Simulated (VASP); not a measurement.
# MoSe2 (P6_3/mmc) in VASP: relaxation of cell and atoms with LDA

Aim: the relaxation of cell and atoms of MoSe2 with LDA.

Everything below comes from runs of VASP 6.6.1. Logs are shortened: lines on timing, memory, paths and dates and some standing lists are left out, and cuts for length are marked.

**1. The cell of the first run**

The structure is hexagonal, space group P6_3/mmc (No. 194). Conventional cell: a = 3.288 Å, b = 3.288 Å, c = 12.900 Å, α = 90.00°, β = 90.00°, γ = 120.00°. Within 3.3 Å of Mo (site symmetry -6m2) lie 6 Se at 2.49 Å and 6 Mo at 3.29 Å. Within 3.3 Å of Se (site symmetry 3m) lie 3 Mo at 2.49 Å and 7 Se at 3.22 to 3.29 Å.

**2. Relaxation of cell and atoms, LDA**

The input, INCAR:

```
PREC     = Accurate       # precision mode
ENCUT    = 500            # plane-wave cutoff, eV
EDIFF    = 1E-7           # SCF threshold, eV
ISMEAR   = 0              # smearing method
SIGMA    = 0.01           # smearing width, eV
LREAL    = False          # projectors in reciprocal space
LASPH    = True           # aspherical terms in the spheres
NELM     = 120            # most SCF steps
ALGO     = Normal         # electronic algorithm
ISIF     = 3              # what is computed and relaxed
LWAVE    = False          # write WAVECAR
LCHARG   = False          # write CHGCAR
IBRION   = 2              # ionic algorithm
NSW      = 100            # ionic steps
EDIFFG   = -0.001         # ionic threshold
GGA_COMPAT= False        
NELMIN   = 4
```

The input, KPOINTS:

```
regular mesh
0
Gamma
  12 12 4
```

The input, POSCAR:

```
MoSe2
1.0
    3.2880000000      0.0000000000      0.0000000000
   -1.6440000000      2.8474915276      0.0000000000
    0.0000000000      0.0000000000     12.9000000000
Mo Se
2 4
Direct
    0.3333333333      0.6666666667      0.2500000000
    0.6666666667      0.3333333333      0.7500000000
    0.3333333333      0.6666666667      0.6250000000
    0.6666666667      0.3333333333      0.1250000000
    0.3333333333      0.6666666667      0.8750000000
    0.6666666667      0.3333333333      0.3750000000
```

Potentials or basis: VASP PAW LDA potentials, release 64 (Mo_sv, Se).

Command:

```
> cat potpaw_LDA.64/Mo_sv/POTCAR potpaw_LDA.64/Se/POTCAR > POTCAR
> mpirun -np 1 vasp_std > vasp.out
```

OUTCAR:

```text
PREC = Accurate
   ENCUT = 500
   EDIFF = 1E-7
   ISMEAR = 0
   LREAL = False
   LASPH = True
   NELM = 120
   ISIF = 3
   IBRION = 2
   NSW = 100
   EDIFFG = -0.001
   NELMIN = 4

 ion  position               nearest neighbor table
   1  0.333  0.667  0.250-   4 2.49   6 2.49   4 2.49   6 2.49   4 2.49   6 2.49
   2  0.667  0.333  0.750-   3 2.49   5 2.49   3 2.49   5 2.49   3 2.49   5 2.49
   3  0.333  0.667  0.625-   2 2.49   2 2.49   2 2.49
   4  0.667  0.333  0.125-   1 2.49   1 2.49   1 2.49
   5  0.333  0.667  0.875-   2 2.49   2 2.49   2 2.49
   6  0.667  0.333  0.375-   1 2.49   1 2.49   1 2.49

  LATTYP: Found a hexagonal cell.
 ALAT       =     3.2880000000
 C/A-ratio  =     3.9233576642

  Lattice vectors:

 A1 = (   3.2880000000,   0.0000000000,   0.0000000000)
 A2 = (  -1.6440000000,   2.8474915276,   0.0000000000)
 A3 = (   0.0000000000,   0.0000000000,  12.9000000000)

Analysis of symmetry for initial positions (statically):
=====================================================================
 Subroutine PRICEL returns:
 Original cell was already a primitive cell.

 Routine SETGRP: Setting up the symmetry group for a
 hexagonal supercell.

 Subroutine GETGRP returns: Found 24 space group operations
 (whereof 12 operations were pure point group operations)
 out of a pool of 24 trial point group operations.

The static configuration has the point symmetry D_3d.
 The point group associated with its full space group is D_6h.

Analysis of symmetry for dynamics (positions and initial velocities):
=====================================================================
 Subroutine PRICEL returns:
 Original cell was already a primitive cell.

 Routine SETGRP: Setting up the symmetry group for a
 hexagonal supercell.

 Subroutine GETGRP returns: Found 24 space group operations
 (whereof 12 operations were pure point group operations)
 out of a pool of 24 trial point group operations.

The dynamic configuration has the point symmetry D_3d.
 The point group associated with its full space group is D_6h.

 Subroutine INISYM returns: Found 24 space group operations
 (whereof 12 operations are pure point group operations),
 and found     1 'primitive' translations

----------------------------------------------------------------------------------------

                                     Primitive cell

  volume of cell :     120.7769

  direct lattice vectors                    reciprocal lattice vectors
     3.288000000  0.000000000  0.000000000     0.304136253  0.175593148  0.000000000
    -1.644000000  2.847491528  0.000000000     0.000000000  0.351186295  0.000000000
     0.000000000  0.000000000 12.900000000     0.000000000  0.000000000  0.077519380

  length of vectors
     3.288000000  3.288000000 12.900000000     0.351186295  0.351186295  0.077519380

  position of ions in fractional coordinates (direct lattice)
     0.333333333  0.666666667  0.250000000
     0.666666667  0.333333333  0.750000000
     0.333333333  0.666666667  0.625000000
     0.666666667  0.333333333  0.125000000
     0.333333333  0.666666667  0.875000000
     0.666666667  0.333333333  0.375000000

  ion indices of the primitive-cell ions
   primitive index   ion index
                 1           1
                 2           2
                 3           3
                 4           4
                 5           5
                 6           6

----------------------------------------------------------------------------------------

 KPOINTS: regular mesh

Automatic generation of k-mesh.
 Grid dimensions read from file:
 generate k-points for:   12   12    4

 Generating k-lattice:

  Cartesian coordinates                     Fractional coordinates (reciprocal lattice)
     0.025344688  0.014632762  0.000000000     0.083333333  0.000000000  0.000000000
     0.000000000  0.029265525  0.000000000     0.000000000  0.083333333  0.000000000
     0.000000000  0.000000000  0.019379845     0.000000000  0.000000000  0.250000000

  Length of vectors
     0.029265525  0.029265525  0.019379845

  Shift w.r.t. Gamma in fractional coordinates (k-lattice)
     0.000000000  0.000000000  0.000000000

 Subroutine IBZKPT returns following result:
 ===========================================

 Found     57 irreducible k-points:

 Following reciprocal coordinates:
            Coordinates               Weight
  0.000000  0.000000  0.000000      1.000000
  0.083333 -0.000000  0.000000      6.000000
  0.166667  0.000000  0.000000      6.000000
  0.250000 -0.000000  0.000000      6.000000
  0.333333  0.000000  0.000000      6.000000
  0.416667 -0.000000  0.000000      6.000000
[... 16 lines left out ...]
  0.250000 -0.000000  0.250000     12.000000
  0.333333  0.000000  0.250000     12.000000
 [... further k-points ...]
   k-points           NKPTS =     57   k-points in BZ     NKDIM =     57   number of bands    NBANDS=     31
   number of dos      NEDOS =    301   number of ions     NIONS =      6
   total plane-waves  NPLWV =  55296
   dimension x,y,z NGX =    24 NGY =   24 NGZ =   96
   dimension x,y,z NGXF=    48 NGYF=   48 NGZF=  192
   ions per type =               2   4
   NGX,Y,Z   is equivalent  to a cutoff of  12.13, 12.13, 12.37 a.u.
   NGXF,Y,Z  is equivalent  to a cutoff of  24.27, 24.27, 24.74 a.u.
 SYSTEM =  unknown system
   PREC   = accura    normal or accurate (medium, high low for compatibility)
   ISTART =      0    job   : 0-new  1-cont  2-samecut
   ICHARG =      2    charge: 1-file 2-atom 10-const
   ISPIN  =      1    spin polarized calculation?
   LNONCOLLINEAR =      F non collinear calculations
   LSORBIT =      F    spin-orbit coupling
   LASPH  =      T    aspherical Exc in radial PAW
   ENCUT  =  500.0 eV  36.75 Ry    6.06 a.u.   5.99  5.99 23.52*2*pi/ulx,y,z
   NELM   =    120;   NELMIN=  4; NELMDL= -5     # of ELM steps
   EDIFF  = 0.1E-06   stopping-criterion for ELM
   LREAL  =      F    real-space projection
   EDIFFG = -.1E-02   stopping-criterion for IOM
   NSW    =    100    number of steps for IOM
   IBRION =      2    ionic relax: 0-MD 1-quasi-New 2-CG
   NFREE  =      1    steps in history (QN), initial steepest desc. (CG)
   ISIF   =      3    stress and relaxation
   ISYM   =      2    0-nonsym 1-usesym 2-fastsym
   POTIM  = 0.5000    time-step for ionic-motion
   TEBEG  =    0.0;   TEEND  =   0.0 temperature during run
   PSTRESS=    0.0 pullay stress
   NELECT =      52.0000    total number of electrons
   NUPDOWN=      -1.0000    fix difference up-down
   EMIN   =  10.00;   EMAX   =-10.00  energy-range for DOS
   EFERMI =   0.00;   METHOD = LEGACY
   ISMEAR =     0;   SIGMA  =   0.01  broadening in eV -4-tet -1-fermi 0-gaus
   EFERMI_NEDOS =   21; number of points for ismear=-14 and -15
   IALGO  =     38    algorithm
   IMIX   =      4    mixing-type and parameters
     AMIX     =   0.40;   BMIX     =  1.00
     AMIX_MAG =   1.60;   BMIX_MAG =  1.00
  volume/ion in A,a.u.               =      20.13       135.84
  Fermi-wavevector in a.u.,A,eV,Ry     =   1.236179  2.336039 20.791580  1.528138
  Thomas-Fermi vector in A             =   2.370798
   LORBIT       =      0    0 simple, 1 ext, 2 COOP (PROOUT), +10 PAW based schemes
   GGA     = CA    functional components
   LHFCALC =     F    Hartree Fock is set to
   AEXX    =    0.0000 exact exchange contribution
   IVDW    =     0    specifies the selected vdW correction
   LEPSILON=     F    determine dielectric tensor
   LRPA    =     F    only Hartree local field effects (RPA)
 conjugate gradient relaxation of ions
 non-spin polarized calculation
 Gauss-broadening in eV      SIGMA  =   0.01
  energy-cutoff  :      500.00
  volume of cell :      120.78
 maximum number of plane-waves:      3114
 NGX is ok and might be reduce to    24
   NGX = 11   NGY = 11   NGZ = 47

--------------------------------------- Ionic step        1  -------------------------------------------

 number of electron      52.0000008 magnetization

 Free energy of the ion-electron system (eV)
  ---------------------------------------------------
  ext. energy  EPLUGINS =         0.00000000
  ---------------------------------------------------
  free energy    TOTEN  =       -45.19699077 eV

  energy without entropy =      -45.19699077  energy(sigma->0) =      -45.19699077

------------------------ aborting loop because EDIFF is reached ----------------------------------------

  FORCE on cell =-STRESS in cart. coord.  units (eV):
  Direction    XX          YY          ZZ          XY          YZ          ZX
  --------------------------------------------------------------------------------------
  -------------------------------------------------------------------------------------
  Total       -0.4610352     -0.4610352      3.5129901      0.0000000      0.0000000     -0.0000000
  in kB       -6.1159053     -6.1159053     46.6018916      0.0000000      0.0000000     -0.0000000
  external PRESSURE =      11.4566937 kB  Pullay stress =       0.0000000 kB
[... 101 lines left out ...]
  FREE ENERGIE OF THE ION-ELECTRON SYSTEM (eV)
  ---------------------------------------------------
  free  energy   TOTEN  =       -45.2413194228 eV

  energy  without entropy=      -45.2413194228  energy(sigma->0) =      -45.24131942

[... ionic steps 4 to 32 ...]

--------------------------------------- Ionic step       33  -------------------------------------------

 number of electron      51.9999992 magnetization

------------------------ aborting loop because EDIFF is reached ----------------------------------------
[... 75 lines left out ...]
--------------------------------------- Ionic step       35  -------------------------------------------

 number of electron      51.9999992 magnetization

 Free energy of the ion-electron system (eV)
  ---------------------------------------------------
  ext. energy  EPLUGINS =         0.00000000
  ---------------------------------------------------
  free energy    TOTEN  =       -45.27031654 eV

  energy without entropy =      -45.27031654  energy(sigma->0) =      -45.27031654

 E-fermi :   6.9936     XC(G=0): -11.1373

 val. band max:        6.8901247894   @ k =   0.0000   0.0000   0.0000
 cond. band min:       7.6359160708   @ k =   0.1667   0.1667   0.0000
 fundamental gap:      0.7457912814
 Fermi energy:         6.9936461235

 k-point     1 :       0.0000    0.0000    0.0000
  band No.  band energies     occupation
      1     -53.9420      2.00000
      2     -53.9420      2.00000
      3     -28.3327      2.00000
      4     -28.3326      2.00000
      5     -28.0953      2.00000
      6     -28.0953      2.00000
[... 805 lines left out ...]
     30       8.7426      0.00000
     31       9.4439      0.00000

 [... further k-points ...]

------------------------ aborting loop because EDIFF is reached ----------------------------------------

  FORCE on cell =-STRESS in cart. coord.  units (eV):
  Direction    XX          YY          ZZ          XY          YZ          ZX
  --------------------------------------------------------------------------------------
  -------------------------------------------------------------------------------------
  Total       -0.0037477     -0.0037477      0.0016861      0.0000000      0.0000000      0.0000000
  in kB       -0.0514525     -0.0514525      0.0231488      0.0000000      0.0000000      0.0000000
  external PRESSURE =      -0.0265854 kB  Pullay stress =       0.0000000 kB
[... 21 lines left out ...]
  FREE ENERGIE OF THE ION-ELECTRON SYSTEM (eV)
  ---------------------------------------------------
  free  energy   TOTEN  =       -45.2703165384 eV

  energy  without entropy=      -45.2703165384  energy(sigma->0) =      -45.27031654

 reached required accuracy - stopping structural energy minimisation
```

It took 17 min on 1 thread of Intel Xeon 6975P-C (Granite Rapids), shared host; peak memory 0.31 GiB.

What came out:

```
Free energy                           : -45.2703 eV
Relaxed volume                        : 19.45 Å³/atom
Relaxed cell                          : a = 3.252 Å, b = 3.252 Å, c = 12.742 Å, α = 90.00°, β = 90.00°, γ = 120.00°
Space group after relaxing (to 0.1 Å) : P6_3/mmc (No. 194)
Energy gained by relaxing             : 12.2 meV/atom
Ionic steps                           : 35
Pressure after relaxing               : 0.0 GPa
Band gap on the k mesh                : 0.75 eV (least direct gap 1.51 eV)
```

The path:
| step | energy change (eV) | largest force (eV/Å) | pressure (GPa) | volume (Å³) |
| --- | --- | --- | --- | --- |
| 1 | 0.0000 | 0.6609 | 1.15 | 120.78 |
| 2 | 0.0063 | 0.5844 | -4.63 | 123.27 |
| 3 | -0.0443 | 0.0284 | -1.78 | 121.98 |
| 4 | -0.0591 | 0.0713 | 0.45 | 119.06 |
| 5 | -0.0611 | 0.0596 | -0.14 | 119.79 |
| 6 | -0.0626 | 0.0907 | 0.03 | 119.48 |
| 7 | -0.0650 | 0.1848 | 0.58 | 118.56 |
| 8 | -0.0655 | 0.1785 | 0.54 | 118.53 |
| 9 | -0.0668 | 0.1591 | 0.41 | 118.45 |
| 10 | -0.0690 | 0.1217 | 0.16 | 118.30 |
| 11 | -0.0711 | 0.0474 | -0.34 | 117.97 |
| 12 | -0.0712 | 0.0292 | -0.45 | 117.89 |
| 13 | -0.0719 | 0.0239 | -0.36 | 117.61 |
| 14 | -0.0730 | 0.0117 | -0.15 | 116.96 |
| 15 | -0.0720 | 0.0133 | 0.31 | 115.67 |
| 16 | -0.0732 | 0.0068 | -0.04 | 116.64 |
| 17 | -0.0732 | 0.0061 | -0.02 | 116.60 |
| 18 | -0.0732 | 0.0006 | -0.04 | 116.64 |
| 19 | -0.0733 | 0.0121 | -0.08 | 116.72 |
| 20 | -0.0733 | 0.0020 | 0.05 | 116.65 |
| 21 | -0.0733 | 0.0026 | 0.01 | 116.67 |
| 22 | -0.0733 | 0.0028 | 0.00 | 116.67 |
| 23 | -0.0733 | 0.0017 | 0.00 | 116.68 |
| 24 | -0.0733 | 0.0001 | 0.00 | 116.68 |
| 25 | -0.0733 | 0.0002 | 0.01 | 116.68 |
| 26 | -0.0733 | 0.0010 | 0.01 | 116.68 |
| 27 | -0.0733 | 0.0006 | 0.01 | 116.68 |
| 28 | -0.0733 | 0.0013 | 0.00 | 116.69 |
| 29 | -0.0733 | 0.0033 | -0.02 | 116.72 |
| 30 | -0.0733 | 0.0023 | -0.01 | 116.70 |
| 31 | -0.0733 | 0.0020 | -0.01 | 116.70 |
| 32 | -0.0733 | 0.0016 | -0.01 | 116.69 |
| 33 | -0.0733 | 0.0015 | -0.01 | 116.69 |
| 34 | -0.0733 | 0.0014 | 0.00 | 116.69 |
| 35 | -0.0733 | 0.0009 | 0.00 | 116.70 |

Final structure:
```yaml
crystal:
  lattice:
    - [3.25203, 0.00000, 0.00000]
    - [-1.62601, 2.81634, 0.00000]
    - [0.00000, 0.00000, 12.74172]
  atoms:
    - { symbol: Mo, position: [0.33333, 0.66667, 0.25000] }
    - { symbol: Mo, position: [0.66667, 0.33333, 0.75000] }
    - { symbol: Se, position: [0.33333, 0.66667, 0.61968] }
    - { symbol: Se, position: [0.66667, 0.33333, 0.11968] }
    - { symbol: Se, position: [0.33333, 0.66667, 0.88032] }
    - { symbol: Se, position: [0.66667, 0.33333, 0.38032] }
```

Levels at points of the mesh, in eV from the valence-band top:
| k point | band 22 | band 23 | band 24 | band 25 | band 26 | band 27 | band 28 | band 29 | band 30 | band 31 |
| --- | --- | --- | --- | --- | --- | --- | --- | --- | --- | --- |
| (0.00, 0.00, 0.00) | -1.53 | -1.53 | -1.27 | -0.73 | 0.00 | 2.54 | 2.54 | 2.62 | 2.62 | 2.72 |
| (0.50, 0.00, 0.00) | -2.28 | -1.26 | -1.17 | -1.16 | -0.87 | 1.60 | 1.65 | 1.82 | 2.22 | 2.66 |
| (0.00, 0.00, 0.50) | -1.55 | -1.55 | -1.55 | -0.18 | -0.18 | 2.56 | 2.56 | 2.56 | 2.56 | 2.86 |
| (0.50, 0.00, 0.50) | -2.47 | -1.20 | -1.20 | -1.02 | -1.02 | 1.62 | 1.62 | 2.04 | 2.04 | 3.17 |

A k mesh can miss the band edges. Zero-point motion and thermal expansion aren't in these numbers.
